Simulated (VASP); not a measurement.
# Ti (P6_3/mmc) in VASP: single point with PBE

Aim: the single point of Ti with PBE.

Everything below comes from runs of VASP 6.6.1. Logs are shortened: lines on timing, memory, paths and dates and some standing lists are left out, and cuts for length are marked.

## 1. The cell of the first run

Symmetry: P6_3/mmc, No. 194, hexagonal system. The conventional cell has a = 2.938 Å, b = 2.938 Å, c = 4.651 Å, α = 90.00°, β = 90.00°, γ = 120.00°. Ti (site symmetry -6m2) has 12 Ti at 2.88 to 2.94 Å within 3.8 Å.

## 2. Single point, PBE

INCAR

```
PREC = Accurate
ENCUT = 520
EDIFF = 1E-6
ISMEAR = 0
SIGMA = 0.15
LREAL = False
LASPH = True
NELM = 80
ALGO = Normal
ISIF = 2
LWAVE = False
LCHARG = True
GGA = PE
LELF = True
LVHAR = True
NBANDS = 32
```

KPOINTS

```
Automatic mesh
0
Gamma
  18 18 6
```

POSCAR

```
Ti
1.0
    2.9382568836      0.0000000000      0.0000000000
   -1.4691284418      2.5446051040      0.0000000000
    0.0000000000      0.0000000000      9.3011146031
Ti
4
Direct
    0.3333333333      0.6666666667      0.1250000000
    0.3333333333      0.6666666667      0.6250000000
    0.6666666667      0.3333333333      0.3750000000
    0.6666666667      0.3333333333      0.8750000000
```

Potentials or basis: VASP PAW PBE potentials, release 64 (Ti_sv).

Started as:

```bash
$ cat potpaw_PBE.64/Ti_sv/POTCAR > POTCAR
$ mpirun -np 1 vasp_std > vasp.out
```

OUTCAR:

```text
PREC = Accurate
   ENCUT = 520
   EDIFF = 1E-6
   ISMEAR = 0
   LREAL = False
   LASPH = True
   NELM = 80
   ISIF = 2
   GGA = PE

 ion  position               nearest neighbor table
   1  0.333  0.667  0.125-   3 2.88   4 2.88   3 2.88   4 2.88   3 2.88   4 2.88
   2  0.333  0.667  0.625-   3 2.88   4 2.88   3 2.88   4 2.88   3 2.88   4 2.88
   3  0.667  0.333  0.375-   1 2.88   2 2.88   1 2.88   2 2.88   1 2.88   2 2.88
   4  0.667  0.333  0.875-   1 2.88   2 2.88   1 2.88   2 2.88   1 2.88   2 2.88

  LATTYP: Found a hexagonal cell.
 ALAT       =     2.9382568836
 C/A-ratio  =     3.1655212500

  Lattice vectors:

 A1 = (   2.9382568836,   0.0000000000,   0.0000000000)
 A2 = (  -1.4691284418,   2.5446051040,   0.0000000000)
 A3 = (   0.0000000000,   0.0000000000,   9.3011146031)

Analysis of symmetry for initial positions (statically):
=====================================================================
 Subroutine PRICEL returns following result:

  LATTYP: Found a hexagonal cell.
 ALAT       =     2.9382568836
 C/A-ratio  =     1.5827606250

  Lattice vectors:

 A1 = (   2.9382568836,   0.0000000000,   0.0000000000)
 A2 = (  -1.4691284418,   2.5446051040,   0.0000000000)
 A3 = (   0.0000000000,   0.0000000000,   4.6505573016)

   2 primitive cells build up your supercell.

 Routine SETGRP: Setting up the symmetry group for a
 hexagonal supercell.

 Subroutine GETGRP returns: Found 24 space group operations
 (whereof 12 operations were pure point group operations)
 out of a pool of 24 trial point group operations.

The static configuration has the point symmetry D_3d.
 The point group associated with its full space group is D_6h.

Analysis of symmetry for dynamics (positions and initial velocities):
=====================================================================
 Subroutine PRICEL returns following result:

  LATTYP: Found a hexagonal cell.
 ALAT       =     2.9382568836
 C/A-ratio  =     1.5827606250

  Lattice vectors:

 A1 = (   2.9382568836,   0.0000000000,   0.0000000000)
 A2 = (  -1.4691284418,   2.5446051040,   0.0000000000)
 A3 = (   0.0000000000,   0.0000000000,   4.6505573016)

   2 primitive cells build up your supercell.

 Routine SETGRP: Setting up the symmetry group for a
 hexagonal supercell.

 Subroutine GETGRP returns: Found 24 space group operations
 (whereof 12 operations were pure point group operations)
 out of a pool of 24 trial point group operations.

The dynamic configuration has the point symmetry D_3d.
 The point group associated with its full space group is D_6h.

 Subroutine INISYM returns: Found 24 space group operations
 (whereof 12 operations are pure point group operations),
 and found     2 'primitive' translations

----------------------------------------------------------------------------------------

                                     Primitive cell

  volume of cell :      34.7708

  direct lattice vectors                    reciprocal lattice vectors
     2.938256884  0.000000000  0.000000000     0.340337840  0.196494143  0.000000000
    -1.469128442  2.544605104  0.000000000     0.000000000  0.392988287  0.000000000
     0.000000000  0.000000000  4.650557302     0.000000000  0.000000000  0.215027992

  length of vectors
     2.938256884  2.938256884  4.650557302     0.392988287  0.392988287  0.215027992

  position of ions in fractional coordinates (direct lattice)
     0.333333333  0.666666667  0.250000000
     0.666666667  0.333333333  0.750000000

  ion indices of the primitive-cell ions
   primitive index   ion index
                 1           1
                 2           3

----------------------------------------------------------------------------------------

 KPOINTS: Automatic mesh

Automatic generation of k-mesh.
 Grid dimensions read from file:
 generate k-points for:   18   18    6

 Generating k-lattice:

  Cartesian coordinates                     Fractional coordinates (reciprocal lattice)
     0.018907658  0.010916341  0.000000000     0.055555556  0.000000000  0.000000000
     0.000000000  0.021832683  0.000000000     0.000000000  0.055555556  0.000000000
     0.000000000  0.000000000  0.017918999     0.000000000  0.000000000  0.166666667

  Length of vectors
     0.021832683  0.021832683  0.017918999

  Shift w.r.t. Gamma in fractional coordinates (k-lattice)
     0.000000000  0.000000000  0.000000000

 Subroutine IBZKPT returns following result:
 ===========================================

 Found    148 irreducible k-points:

 Following reciprocal coordinates:
            Coordinates               Weight
  0.000000  0.000000  0.000000      1.000000
  0.055556  0.000000  0.000000      6.000000
  0.111111  0.000000  0.000000      6.000000
  0.166667 -0.000000  0.000000      6.000000
  0.222222  0.000000  0.000000      6.000000
  0.277778  0.000000  0.000000      6.000000
[... 16 lines left out ...]
  0.333333  0.111111  0.000000     12.000000
  0.388889  0.111111  0.000000     12.000000
 [... further k-points ...]
   k-points           NKPTS =    148   k-points in BZ     NKDIM =    148   number of bands    NBANDS=     32
   number of dos      NEDOS =    301   number of ions     NIONS =      4
   total plane-waves  NPLWV =  40320
   dimension x,y,z NGX =    24 NGY =   24 NGZ =   70
   dimension x,y,z NGXF=    48 NGYF=   48 NGZF=  140
   ions per type =               4
   NGX,Y,Z   is equivalent  to a cutoff of  13.58, 13.58, 12.51 a.u.
   NGXF,Y,Z  is equivalent  to a cutoff of  27.16, 27.16, 25.02 a.u.
 SYSTEM =  unknown system
   PREC   = accura    normal or accurate (medium, high low for compatibility)
   ISTART =      0    job   : 0-new  1-cont  2-samecut
   ICHARG =      2    charge: 1-file 2-atom 10-const
   ISPIN  =      1    spin polarized calculation?
   LNONCOLLINEAR =      F non collinear calculations
   LSORBIT =      F    spin-orbit coupling
   LASPH  =      T    aspherical Exc in radial PAW
   ENCUT  =  520.0 eV  38.22 Ry    6.18 a.u.   5.46  5.46 17.29*2*pi/ulx,y,z
   NELM   =     80;   NELMIN=  2; NELMDL= -5     # of ELM steps
   EDIFF  = 0.1E-05   stopping-criterion for ELM
   LREAL  =      F    real-space projection
   EDIFFG = 0.1E-04   stopping-criterion for IOM
   NSW    =      0    number of steps for IOM
   IBRION =     -1    ionic relax: 0-MD 1-quasi-New 2-CG
   NFREE  =      0    steps in history (QN), initial steepest desc. (CG)
   ISIF   =      2    stress and relaxation
   ISYM   =      2    0-nonsym 1-usesym 2-fastsym
   POTIM  = 0.5000    time-step for ionic-motion
   TEBEG  =    0.0;   TEEND  =   0.0 temperature during run
   PSTRESS=    0.0 pullay stress
   NELECT =      48.0000    total number of electrons
   NUPDOWN=      -1.0000    fix difference up-down
   EMIN   =  10.00;   EMAX   =-10.00  energy-range for DOS
   EFERMI =   0.00;   METHOD = LEGACY
   ISMEAR =     0;   SIGMA  =   0.15  broadening in eV -4-tet -1-fermi 0-gaus
   EFERMI_NEDOS =   21; number of points for ismear=-14 and -15
   IALGO  =     38    algorithm
   IMIX   =      4    mixing-type and parameters
     AMIX     =   0.40;   BMIX     =  1.00
     AMIX_MAG =   1.60;   BMIX_MAG =  1.00
  volume/ion in A,a.u.               =      17.39       117.32
  Fermi-wavevector in a.u.,A,eV,Ry     =   1.446795  2.734045 28.479911  2.093214
  Thomas-Fermi vector in A             =   2.564823
   LORBIT       =      0    0 simple, 1 ext, 2 COOP (PROOUT), +10 PAW based schemes
   GGA     = PE    functional components
   LHFCALC =     F    Hartree Fock is set to
   AEXX    =    0.0000 exact exchange contribution
   IVDW    =     0    specifies the selected vdW correction
   LEPSILON=     F    determine dielectric tensor
   LRPA    =     F    only Hartree local field effects (RPA)
 non-spin polarized calculation
 Gauss-broadening in eV      SIGMA  =   0.15
  energy-cutoff  :      520.00
  volume of cell :       69.54
 maximum number of plane-waves:      1919
 NGX is ok and might be reduce to    24
   NGX = 11   NGY = 11   NGZ = 35

 number of electron      47.9999999 magnetization

 Free energy of the ion-electron system (eV)
  ---------------------------------------------------
  ext. energy  EPLUGINS =         0.00000000
  ---------------------------------------------------
  free energy    TOTEN  =       -31.36687552 eV

  energy without entropy =      -31.32009071  energy(sigma->0) =      -31.34348311

 E-fermi :   8.3259     XC(G=0): -11.4928

 val. band max:        8.3224109047   @ k =   0.1667  -0.0000   0.1667
 cond. band min:       8.3280641703   @ k =   0.0000   0.0000   0.3333
 fundamental gap:      0.0056532656
 Fermi energy:         8.3258942987

 k-point     1 :       0.0000    0.0000    0.0000
  band No.  band energies     occupation
      1     -48.5366      2.00000
      2     -48.4688      2.00000
      3     -48.4688      2.00000
      4     -48.4002      2.00000
      5     -25.1231      2.00000
      6     -24.7770      2.00000
[... 24 lines left out ...]
     31       9.5969      0.00000
     32       9.5969      0.00000

 k-point     2 :       0.0556    0.0000    0.0000
  band No.  band energies     occupation
      1     -48.5336      2.00000
      2     -48.4667      2.00000
      3     -48.4667      2.00000
      4     -48.3990      2.00000
      5     -25.1163      2.00000
      6     -24.7789      2.00000
[... 24 lines left out ...]
     31       9.5527      0.00000
     32       9.6516      0.00000

 k-point     3 :       0.1111    0.0000    0.0000
  band No.  band energies     occupation
      1     -48.5248      2.00000
      2     -48.4606      2.00000
      3     -48.4606      2.00000
      4     -48.3956      2.00000
      5     -25.0964      2.00000
      6     -24.7860      2.00000
[... 24 lines left out ...]
     31       9.5884      0.00000
     32       9.7647      0.00000

 k-point     4 :       0.1667   -0.0000    0.0000
  band No.  band energies     occupation
      1     -48.5110      2.00000
      2     -48.4511      2.00000
      3     -48.4511      2.00000
      4     -48.3906      2.00000
      5     -25.0646      2.00000
      6     -24.8023      2.00000
[... 24 lines left out ...]
     31       9.6197      0.00000
     32       9.6293      0.00000

 k-point     5 :       0.2222    0.0000    0.0000
  band No.  band energies     occupation
      1     -48.4936      2.00000
      2     -48.4395      2.00000
      3     -48.4395      2.00000
      4     -48.3850      2.00000
      5     -25.0231      2.00000
      6     -24.8327      2.00000
[... 584 lines left out ...]
     31       9.8403      0.00000
     32      10.3062      0.00000

 k-point    22 :       0.2778    0.1111    0.0000
  band No.  band energies     occupation
      1     -48.4493      2.00000
      2     -48.4124      2.00000
      3     -48.4124      2.00000
      4     -48.3755      2.00000
      5     -24.9267      2.00000
      6     -24.9267      2.00000
[... 24 lines left out ...]
     31       9.9256      0.00000
     32      10.6509      0.00000

 k-point    23 :       0.3333    0.1111    0.0000
  band No.  band energies     occupation
      1     -48.4325      2.00000
      2     -48.4035      2.00000
      3     -48.4035      2.00000
      4     -48.3745      2.00000
      5     -24.9658      2.00000
      6     -24.9658      2.00000
[... 24 lines left out ...]
     31      10.0274      0.00000
     32      11.0485      0.00000

 k-point    24 :       0.3889    0.1111    0.0000
  band No.  band energies     occupation
      1     -48.4200      2.00000
      2     -48.3976      2.00000
      3     -48.3976      2.00000
      4     -48.3753      2.00000
      5     -24.9926      2.00000
      6     -24.9926      2.00000
[... 24 lines left out ...]
     31      10.1713      0.00000
     32      11.4283      0.00000

 [... further k-points ...]

------------------------ aborting loop because EDIFF is reached ----------------------------------------

  FORCE on cell =-STRESS in cart. coord.  units (eV):
  Direction    XX          YY          ZZ          XY          YZ          ZX
  --------------------------------------------------------------------------------------
  -------------------------------------------------------------------------------------
  Total       -0.0706086     -0.0706086     -0.0820039      0.0000000      0.0000000      0.0000000
  in kB       -1.6267589     -1.6267589     -1.8892954      0.0000000      0.0000000      0.0000000
  external PRESSURE =      -1.7142711 kB  Pullay stress =       0.0000000 kB

 VOLUME and BASIS-vectors are now :
 -----------------------------------------------------------------------------
  energy-cutoff  :      520.00
  volume of cell :       69.54
      direct lattice vectors                 reciprocal lattice vectors
     2.938256884  0.000000000  0.000000000     0.340337840  0.196494143  0.000000000
    -1.469128442  2.544605104  0.000000000     0.000000000  0.392988287  0.000000000
     0.000000000  0.000000000  9.301114603     0.000000000  0.000000000  0.107513996

 POSITION                                       TOTAL-FORCE (eV/Angst)
 -----------------------------------------------------------------------------------
     -0.00000      1.69640      1.16264         0.000000     -0.000000      0.000000
     -0.00000      1.69640      5.81320        -0.000000     -0.000000      0.000000
      1.46913      0.84820      3.48792        -0.000000      0.000000      0.000000
      1.46913      0.84820      8.13848        -0.000000     -0.000000      0.000000
 -----------------------------------------------------------------------------------
    total drift:                               -0.000000      0.000000     -0.000000

  FREE ENERGIE OF THE ION-ELECTRON SYSTEM (eV)
  ---------------------------------------------------
  free  energy   TOTEN  =       -31.3668755234 eV

  energy  without entropy=      -31.3200907050  energy(sigma->0) =      -31.34348311
```

Wall time 6.7 min (1 thread of Oxide Virtual Turin-like, shared host); peak memory 0.32 GiB.

Results:

- Free energy: -31.3669 eV
- Pressure: -0.2 GPa
- Band gap on the k mesh: zero (bands 24 and 25 overlap by 1.04 eV)
